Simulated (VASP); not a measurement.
# C (Fd-3m) in VASP: notebook

The runs below take C through single point, with PBE.

Everything below comes from runs of VASP 6.6.1. Logs are shortened: lines on timing, memory, paths and dates and some standing lists are left out, and cuts for length are marked.

### Step 1. The cell of the first run

The structure is cubic, space group Fd-3m (No. 227). Conventional cell: a = 3.567 Å, b = 3.567 Å, c = 3.567 Å, α = 90.00°, β = 90.00°, γ = 90.00°. Within 2.1 Å of C (site symmetry -43m) lie 4 C at 1.54 Å.

### Step 2. Single point, PBE

Contents of INCAR:

```
SYSTEM = C
PREC = Accurate
ENCUT = 600
EDIFF = 1E-6
ISMEAR = 0
SIGMA = 0.01
LREAL = .FALSE.
LASPH = .TRUE.
NELM = 120
ALGO = Normal
ISIF = 2
LWAVE = .FALSE.
LCHARG = .FALSE.
GGA = PE
NBANDS = 11
GGA_COMPAT = .FALSE.
```

Contents of KPOINTS:

```
regular mesh
0
G
  2 2 2
  0 0 0
```

Contents of POSCAR:

```
C
1.0
    0.0000000000      1.7835000000      1.7835000000
    1.7835000000      0.0000000000      1.7835000000
    1.7835000000      1.7835000000      0.0000000000
C
2
Direct
    0.0000000000      0.0000000000      0.0000000000
    0.2500000000      0.2500000000      0.2500000000
```

Potentials or basis: VASP PAW PBE potentials, release 64 (C).

Started as:

```
$ cat potpaw_PBE.64/C/POTCAR > POTCAR
$ mpirun -np 1 vasp_std > vasp.out
```

OUTCAR:

```text
SYSTEM = C
   PREC = Accurate
   ENCUT = 600
   EDIFF = 1E-6
   ISMEAR = 0
   LREAL = .FALSE.
   LASPH = .TRUE.
   NELM = 120
   ISIF = 2
   GGA = PE

 ion  position               nearest neighbor table
   1  0.000  0.000  0.000-   2 1.54   2 1.54   2 1.54   2 1.54
   2  0.250  0.250  0.250-   1 1.54   1 1.54   1 1.54   1 1.54

  LATTYP: Found a face centered cubic cell.
 ALAT       =     3.5670000000

  Lattice vectors:

 A1 = (   0.0000000000,   1.7835000000,   1.7835000000)
 A2 = (   1.7835000000,   0.0000000000,   1.7835000000)
 A3 = (   1.7835000000,   1.7835000000,   0.0000000000)

Analysis of symmetry for initial positions (statically):
=====================================================================
 Subroutine PRICEL returns:
 Original cell was already a primitive cell.

 Routine SETGRP: Setting up the symmetry group for a
 face centered cubic supercell.

 Subroutine GETGRP returns: Found 48 space group operations
 (whereof 24 operations were pure point group operations)
 out of a pool of 48 trial point group operations.

The static configuration has the point symmetry T_d .
 The point group associated with its full space group is O_h .

Analysis of symmetry for dynamics (positions and initial velocities):
=====================================================================
 Subroutine PRICEL returns:
 Original cell was already a primitive cell.

 Routine SETGRP: Setting up the symmetry group for a
 face centered cubic supercell.

 Subroutine GETGRP returns: Found 48 space group operations
 (whereof 24 operations were pure point group operations)
 out of a pool of 48 trial point group operations.

The dynamic configuration has the point symmetry T_d .
 The point group associated with its full space group is O_h .

 Subroutine INISYM returns: Found 48 space group operations
 (whereof 24 operations are pure point group operations),
 and found     1 'primitive' translations

----------------------------------------------------------------------------------------

                                     Primitive cell

  volume of cell :      11.3462

  direct lattice vectors                    reciprocal lattice vectors
     0.000000000  1.783500000  1.783500000    -0.280347631  0.280347631  0.280347631
     1.783500000  0.000000000  1.783500000     0.280347631 -0.280347631  0.280347631
     1.783500000  1.783500000  0.000000000     0.280347631  0.280347631 -0.280347631

  length of vectors
     2.522249888  2.522249888  2.522249888     0.485576341  0.485576341  0.485576341

  position of ions in fractional coordinates (direct lattice)
     0.000000000  0.000000000  0.000000000
     0.250000000  0.250000000  0.250000000

  ion indices of the primitive-cell ions
   primitive index   ion index
                 1           1
                 2           2

----------------------------------------------------------------------------------------

 KPOINTS: regular mesh

Automatic generation of k-mesh.
 Grid dimensions read from file:
 generate k-points for:    2    2    2

 Generating k-lattice:

  Cartesian coordinates                     Fractional coordinates (reciprocal lattice)
    -0.140173816  0.140173816  0.140173816     0.500000000  0.000000000  0.000000000
     0.140173816 -0.140173816  0.140173816     0.000000000  0.500000000  0.000000000
     0.140173816  0.140173816 -0.140173816     0.000000000  0.000000000  0.500000000

  Length of vectors
     0.242788170  0.242788170  0.242788170

  Shift w.r.t. Gamma in fractional coordinates (k-lattice)
     0.000000000  0.000000000  0.000000000

 Subroutine IBZKPT returns following result:
 ===========================================

 Found      3 irreducible k-points:

 Following reciprocal coordinates:
            Coordinates               Weight
  0.000000  0.000000  0.000000      1.000000
  0.500000  0.000000  0.000000      4.000000
  0.500000  0.500000  0.000000      3.000000
   k-points           NKPTS =      3   k-points in BZ     NKDIM =      3   number of bands    NBANDS=     11
   number of dos      NEDOS =    301   number of ions     NIONS =      2
   total plane-waves  NPLWV =   8000
   dimension x,y,z NGX =    20 NGY =   20 NGZ =   20
   dimension x,y,z NGXF=    40 NGYF=   40 NGZF=   40
   ions per type =               2
   NGX,Y,Z   is equivalent  to a cutoff of  13.18, 13.18, 13.18 a.u.
   NGXF,Y,Z  is equivalent  to a cutoff of  26.36, 26.36, 26.36 a.u.
 SYSTEM =  C
   PREC   = accura    normal or accurate (medium, high low for compatibility)
   ISTART =      0    job   : 0-new  1-cont  2-samecut
   ICHARG =      2    charge: 1-file 2-atom 10-const
   ISPIN  =      1    spin polarized calculation?
   LNONCOLLINEAR =      F non collinear calculations
   LSORBIT =      F    spin-orbit coupling
   LASPH  =      T    aspherical Exc in radial PAW
   ENCUT  =  600.0 eV  44.10 Ry    6.64 a.u.   5.04  5.04  5.04*2*pi/ulx,y,z
   NELM   =    120;   NELMIN=  2; NELMDL= -5     # of ELM steps
   EDIFF  = 0.1E-05   stopping-criterion for ELM
   LREAL  =      F    real-space projection
   EDIFFG = 0.1E-04   stopping-criterion for IOM
   NSW    =      0    number of steps for IOM
   IBRION =     -1    ionic relax: 0-MD 1-quasi-New 2-CG
   NFREE  =      0    steps in history (QN), initial steepest desc. (CG)
   ISIF   =      2    stress and relaxation
   ISYM   =      2    0-nonsym 1-usesym 2-fastsym
   POTIM  = 0.5000    time-step for ionic-motion
   TEBEG  =    0.0;   TEEND  =   0.0 temperature during run
   PSTRESS=    0.0 pullay stress
   NELECT =       8.0000    total number of electrons
   NUPDOWN=      -1.0000    fix difference up-down
   EMIN   =  10.00;   EMAX   =-10.00  energy-range for DOS
   EFERMI =   0.00;   METHOD = LEGACY
   ISMEAR =     0;   SIGMA  =   0.01  broadening in eV -4-tet -1-fermi 0-gaus
   EFERMI_NEDOS =   21; number of points for ismear=-14 and -15
   IALGO  =     38    algorithm
   IMIX   =      4    mixing-type and parameters
     AMIX     =   0.40;   BMIX     =  1.00
     AMIX_MAG =   1.60;   BMIX_MAG =  1.00
  volume/ion in A,a.u.               =       5.67        38.28
  Fermi-wavevector in a.u.,A,eV,Ry     =   1.457097  2.753514 28.886949  2.123131
  Thomas-Fermi vector in A             =   2.573938
   LORBIT       =      0    0 simple, 1 ext, 2 COOP (PROOUT), +10 PAW based schemes
   GGA     = PE    functional components
   LHFCALC =     F    Hartree Fock is set to
   AEXX    =    0.0000 exact exchange contribution
   IVDW    =     0    specifies the selected vdW correction
   LEPSILON=     F    determine dielectric tensor
   LRPA    =     F    only Hartree local field effects (RPA)
 non-spin polarized calculation
 Gauss-broadening in eV      SIGMA  =   0.01
  energy-cutoff  :      600.00
  volume of cell :       11.35
 maximum number of plane-waves:       392
 NGX is ok and might be reduce to    20
   NGX =  9   NGY =  9   NGZ =  9

 number of electron       7.9999999 magnetization

 Free energy of the ion-electron system (eV)
  ---------------------------------------------------
  ext. energy  EPLUGINS =         0.00000000
  ---------------------------------------------------
  free energy    TOTEN  =       -14.99667587 eV

  energy without entropy =      -14.99667587  energy(sigma->0) =      -14.99667587

 E-fermi :  10.2986     XC(G=0): -13.0982

 val. band max:       10.1178798084   @ k =   0.0000   0.0000   0.0000
 cond. band min:      14.6772991895   @ k =   0.5000   0.5000   0.0000
 fundamental gap:      4.5594193812
 Fermi energy:        10.2985968133

 k-point     1 :       0.0000    0.0000    0.0000
  band No.  band energies     occupation
      1     -11.5127      2.00000
      2      10.1179      2.00000
      3      10.1179      2.00000
      4      10.1179      2.00000
      5      15.6114      0.00000
      6      15.6114      0.00000
      7      15.6114      0.00000
      8      23.4410      0.00000
      9      29.2139      0.00000
     10      36.3722      0.00000
     11      36.3722      0.00000

 k-point     2 :       0.5000    0.0000    0.0000
  band No.  band energies     occupation
      1      -5.6888      2.00000
      2      -3.4094      2.00000
      3       7.2846      2.00000
      4       7.2846      2.00000
      5      18.4584      0.00000
      6      18.4584      0.00000
      7      18.8947      0.00000
      8      25.6943      0.00000
      9      31.9223      0.00000
     10      34.1943      0.00000
     11      35.8569      0.00000

 k-point     3 :       0.5000    0.5000    0.0000
  band No.  band energies     occupation
      1      -2.7506      2.00000
      2      -2.7506      2.00000
      3       3.7379      2.00000
      4       3.7379      2.00000
      5      14.6773      0.00000
      6      14.6773      0.00000
      7      26.9699      0.00000
      8      26.9699      0.00000
      9      33.3233      0.00000
     10      33.3233      0.00000
     11      42.2649      0.00000

------------------------ aborting loop because EDIFF is reached ----------------------------------------

  FORCE on cell =-STRESS in cart. coord.  units (eV):
  Direction    XX          YY          ZZ          XY          YZ          ZX
  --------------------------------------------------------------------------------------
  -------------------------------------------------------------------------------------
  Total        2.3375407      2.3375407      2.3375407     -0.0000000      0.0000000     -0.0000000
  in kB      330.0809238    330.0809238    330.0809238     -0.0000000      0.0000000     -0.0000000
  external PRESSURE =     330.0809238 kB  Pullay stress =       0.0000000 kB

 VOLUME and BASIS-vectors are now :
 -----------------------------------------------------------------------------
  energy-cutoff  :      600.00
  volume of cell :       11.35
      direct lattice vectors                 reciprocal lattice vectors
     0.000000000  1.783500000  1.783500000    -0.280347631  0.280347631  0.280347631
     1.783500000  0.000000000  1.783500000     0.280347631 -0.280347631  0.280347631
     1.783500000  1.783500000  0.000000000     0.280347631  0.280347631 -0.280347631

 POSITION                                       TOTAL-FORCE (eV/Angst)
 -----------------------------------------------------------------------------------
      0.00000      0.00000      0.00000        -0.000000     -0.000000     -0.000000
      0.89175      0.89175      0.89175         0.000000      0.000000      0.000000
 -----------------------------------------------------------------------------------
    total drift:                                0.000000      0.000000      0.000000

  FREE ENERGIE OF THE ION-ELECTRON SYSTEM (eV)
  ---------------------------------------------------
  free  energy   TOTEN  =       -14.9966758664 eV

  energy  without entropy=      -14.9966758664  energy(sigma->0) =      -14.99667587
```

It took 2.6 s on 1 thread of Intel Xeon 8259CL, shared host; peak memory 0.11 GiB.

Results:

* Free energy: -14.9967 eV
* Pressure: 33.0 GPa
* Band gap on the k mesh: 4.56 eV, indirect (least direct gap 5.49 eV)

Levels at points of the mesh, in eV from the valence-band top:
```tsv
k point	band 1	band 2	band 3	band 4	band 5	band 6	band 7	band 8	band 9
(0.00, 0.00, 0.00)	-21.63	0.00	0.00	0.00	5.49	5.49	5.49	13.32	19.10
(0.50, 0.00, 0.00)	-15.81	-13.53	-2.83	-2.83	8.34	8.34	8.78	15.58	21.80
(0.50, 0.50, 0.00)	-12.87	-12.87	-6.38	-6.38	4.56	4.56	16.85	16.85	23.21
```

Caveat: the k points lie up to 1.53 Å⁻¹ apart.

### Step 3. Single point, PBE

Contents of INCAR:

```
  PREC = Accurate
  ENCUT = 600
  EDIFF = 1E-6
  ISMEAR = 0
  SIGMA = 0.01
  LREAL = False
  LASPH = True
  NELM = 120
  ALGO = Normal
  ISIF = 2
  LWAVE = False
  LCHARG = True
  GGA = PE
  LELF = True
  LVHAR = True
  NBANDS = 11
  GGA_COMPAT = False
```

Contents of KPOINTS:

```
regular mesh
0
Gamma
  2 2 2
```

POSCAR is that of step 2.

Potentials or basis: VASP PAW PBE potentials, release 64 (C).

Started as:

```
$ cat potpaw_PBE.64/C/POTCAR > POTCAR
$ mpirun -np 1 vasp_std > vasp.out
```

OUTCAR:

```text
PREC = Accurate
   ENCUT = 600
   EDIFF = 1E-6
   ISMEAR = 0
   LREAL = False
   LASPH = True
   NELM = 120
   ISIF = 2
   GGA = PE

 ion  position               nearest neighbor table
   1  0.000  0.000  0.000-   2 1.54   2 1.54   2 1.54   2 1.54
   2  0.250  0.250  0.250-   1 1.54   1 1.54   1 1.54   1 1.54

  LATTYP: Found a face centered cubic cell.
 ALAT       =     3.5670000000

  Lattice vectors:

 A1 = (   0.0000000000,   1.7835000000,   1.7835000000)
[... 206 lines left out ...]

------------------------ aborting loop because EDIFF is reached ----------------------------------------

  FORCE on cell =-STRESS in cart. coord.  units (eV):
  Direction    XX          YY          ZZ          XY          YZ          ZX
  --------------------------------------------------------------------------------------
  -------------------------------------------------------------------------------------
  Total        2.3375407      2.3375407      2.3375407     -0.0000000      0.0000000     -0.0000000
  in kB      330.0809238    330.0809238    330.0809238     -0.0000000      0.0000000     -0.0000000
  external PRESSURE =     330.0809238 kB  Pullay stress =       0.0000000 kB

 VOLUME and BASIS-vectors are now :
 -----------------------------------------------------------------------------
  energy-cutoff  :      600.00
  volume of cell :       11.35
      direct lattice vectors                 reciprocal lattice vectors
     0.000000000  1.783500000  1.783500000    -0.280347631  0.280347631  0.280347631
     1.783500000  0.000000000  1.783500000     0.280347631 -0.280347631  0.280347631
     1.783500000  1.783500000  0.000000000     0.280347631  0.280347631 -0.280347631

 POSITION                                       TOTAL-FORCE (eV/Angst)
 -----------------------------------------------------------------------------------
      0.00000      0.00000      0.00000        -0.000000     -0.000000     -0.000000
      0.89175      0.89175      0.89175         0.000000      0.000000      0.000000
 -----------------------------------------------------------------------------------
    total drift:                                0.000000      0.000000      0.000000

  FREE ENERGIE OF THE ION-ELECTRON SYSTEM (eV)
  ---------------------------------------------------
  free  energy   TOTEN  =       -14.9966758664 eV

  energy  without entropy=      -14.9966758664  energy(sigma->0) =      -14.99667587
```

stdout:

```text
POSCAR found type information on POSCAR C
 POSCAR found :  1 types and       2 ions
 scaLAPACK will be used
 LDA part: xc-table for (Slater+PW92), standard interpolation
 POSCAR, INCAR and KPOINTS ok, starting setup
 FFT: planning ... GRIDC
 FFT: planning ... GRID_SOFT
 FFT: planning ... GRID
 WAVECAR not read
 entering main loop
```

It took 3.3 s on 1 thread of Intel Xeon 8259CL, shared host; peak memory 0.11 GiB.

Results:

```
Free energy            : -14.9967 eV
Pressure               : 33.0 GPa
Band gap on the k mesh : 4.56 eV, indirect (least direct gap 5.49 eV)
```

Caveat: the k points lie up to 1.53 Å⁻¹ apart.
